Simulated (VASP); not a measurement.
Wanted: the native input for a VASP 6.6.1 run.

| Property | Result |
| --- | --- |
| Task | relaxation of cell and atoms |
| Functional | PBE |
| Potentials or basis | VASP PAW PBE potentials, release 64 (Al, P) |
| Cutoff | 600 eV |
| k mesh | 10 × 10 × 10 |
| Occupations | gaussian, width 0.1 eV |
| Spin | no spin polarisation |
| Dipole correction | no |
| Further INCAR settings | ALGO = Normal; EDIFF = 1e-06; IBRION = 2; EDIFFG = -0.01; NSW = 100; ISIF = 3 |

The structure of Al4P lies in POSCAR:

```
Al4P
1.0
   -3.0308372062      3.0308372062      2.8420670704
    3.0308372062     -3.0308372062      2.8420670704
    3.0308372062      3.0308372062     -2.8420670704
Al P
4 1
Direct
    0.2807315955      0.2807315955      0.5614631910
    0.7192684045      0.7192684045      0.4385368090
    0.2807315955      0.7192684045      0.0000000000
    0.7192684045      0.2807315955      0.0000000000
    0.0000000000      0.0000000000      0.0000000000
```

The input as run:

INCAR

```
SYSTEM = Al4P
PREC = Accurate
ENCUT = 600
EDIFF = 1E-6
ISMEAR = 0
SIGMA = 0.1
LREAL = .FALSE.
LASPH = .TRUE.
NELM = 100
ALGO = Normal
ISIF = 3
LWAVE = .FALSE.
LCHARG = .FALSE.
GGA = PE
IBRION = 2
NSW = 100
EDIFFG = -0.01
```

KPOINTS

```
regular mesh
0
G
  10 10 10
  0 0 0
```

Potentials or basis: VASP PAW PBE potentials, release 64 (Al, P).

Launch:

```bash
$ cat potpaw_PBE.64/Al/POTCAR potpaw_PBE.64/P/POTCAR > POTCAR
$ mpirun -np 1 vasp_std > vasp.out
```

Results of the run:

```
Relaxed volume                         : 20.80 Å³/atom
Relaxed cell                           : a = 5.135 Å, b = 5.135 Å, c = 5.135 Å, α = 107.78°, β = 107.78°, γ = 112.90°
Space group after relaxing (to 0.05 Å) : I4/mmm (No. 139)
Energy gained by relaxing              : 0.1 meV/atom
Ionic steps                            : 2
Pressure after relaxing                : 0.0 GPa
```

Wall time 95 s on 1 thread of Intel(R) Xeon(R) 6975P-C (Granite Rapids), with other jobs on the host, peak memory 0.35 GiB.
